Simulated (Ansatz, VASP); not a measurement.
# SiSn2: VASP beside Ansatz

File INCAR:

```
SYSTEM = SiSn2
PREC = Accurate ; ENCUT = 600
EDIFF = 1E-6 ; ISMEAR = 0
SIGMA = 0.1 ; LREAL = .False.
LASPH = .True. ; NELM = 60
ALGO = Normal ; ISIF = 3
LWAVE = .False. ; LCHARG = .False.
GGA = PE ; IBRION = 2
NSW = 90 ; EDIFFG = -0.04
```

Contents of KPOINTS:

```
Automatic mesh
0
Gamma
  6 6 4
  0 0 0
```

File POSCAR:

```
SiSn2
1.0
    4.0516841694      0.0000000000      0.0000000000
   -2.0258420847      3.5088614188      0.0000000000
    0.0000000000      0.0000000000      4.3747420433
Si Sn
1 2
Direct
    0.0000000000      0.0000000000      0.0000000000
    0.3333333333      0.6666666667      0.5000000000
    0.6666666667      0.3333333333      0.5000000000
```

Input for Ansatz:

```yaml
crystal:
  lattice:
    - [4.0516841694, 0.0, 0.0]
    - [-2.0258420847, 3.5088614188, 0.0]
    - [0.0, 0.0, 4.3747420433]
  atoms:
    - { symbol: Si, position: [0.0, 0.0, 0.0] }
    - { symbol: Sn, position: [0.3333333333, 0.6666666667, 0.5] }
    - { symbol: Sn, position: [0.6666666667, 0.3333333333, 0.5] }
basis:
  ecutwfc: 420
kpoints:
  mp_grid: { grid: [6, 6, 4] }
hamiltonian:
  xc: pbe
scf:
  occupations: { method: gaussian, width: 0.1 }
  lower_state_search: "off"
output:
  forces: true
  stress: true
  eigenvalues: true
relax:
  adjacent_minimum: "off"
  f_tol: 0.04
  max_steps: 70
  cell: { stress_tol: 0.4 }
```

Alike in both runs: task relaxation of cell and atoms; functional PBE; k mesh 6 × 6 × 4; occupations gaussian, width 0.1 eV; no spin polarisation.

|  | VASP | Ansatz |
| --- | --- | --- |
| version | VASP 6.6.1 | Ansatz 0.2.0 |
| potentials or method | VASP PAW PBE potentials, release 64 (Si, Sn_d), cutoff 600 eV | scalar-relativistic, plane waves, PAW |
| valence electrons in the cell | 32 | 32 |

VASP gave:

| Quantity | Value |
| --- | --- |
| gap on the k mesh at the Fermi level, each at its own relaxed structure (eV) | none |
| relaxed volume (Å³/atom) | 24.34 |
| relaxed cell length with the largest relative difference (Å) | 3.146 |

Problem. What did Ansatz give for the same quantities?

Solution. gap on the k mesh at the Fermi level, each at its own relaxed structure (eV): none; relaxed volume (Å³/atom): 24.34; relaxed cell length with the largest relative difference (Å): 3.162.

A gap of «none» marks a metal or a gap that the smearing closes.

Noted on VASP's run: the volume moved by over 15 % at a fixed basis, so the end points are rough.
